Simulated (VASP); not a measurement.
Wanted: the native input for a VASP 6.6.1 run.

```yaml
Task: single point
Functional: LDA
Potentials_or_basis: VASP PAW LDA potentials, release 64 (Sb)
Cutoff: 520 eV
k_mesh: 14 × 10 × 10
Occupations: gaussian, width 0.1 eV
Spin: no spin polarisation
Dipole_correction: no
Further_INCAR_settings: ALGO = Normal; EDIFF = 1e-06; NBANDS = 12
```

The structure of Sb lies in POSCAR:

```
Sb
1.0
    3.0434084882      0.0000000000      0.0078972371
    0.0000000000      4.2971618925      0.0000000000
   -0.0267871285      0.0000000000      4.2977271491
Sb
2
Direct
    1.0002123997      0.7500000000      0.7499895587
   -0.0002123997      0.2500000000      0.2500104413
```

One way to write it, as run:

INCAR

```
SYSTEM = Sb
PREC = Accurate
ENCUT = 520
EDIFF = 1E-6
ISMEAR = 0
SIGMA = 0.1
LREAL = .FALSE.
LASPH = .TRUE.
NELM = 100
ALGO = Normal
ISIF = 2
LWAVE = .FALSE.
LCHARG = .FALSE.
GGA = CA
NBANDS = 12
```

KPOINTS

```
regular mesh
0
G
  14 10 10
  0 0 0
```

Potentials or basis: VASP PAW LDA potentials, release 64 (Sb).

The run is started by

```sh
$ cat potpaw_LDA.64/Sb/POTCAR > POTCAR
$ mpirun -np 1 vasp_std > vasp.out
```

It gave:

```
Pressure               : 0.2 GPa
Band gap on the k mesh : zero (band 5 reaches 13.31 eV, above the bottom of band 6 at 4.01 eV)
```

Caveat: spin-orbit coupling is left out, which moves the levels of the heavy elements.

It took 74 s on 1 thread of Intel(R) Xeon(R) Platinum 8488C (Sapphire Rapids) (shared host), peak memory 0.34 GiB.
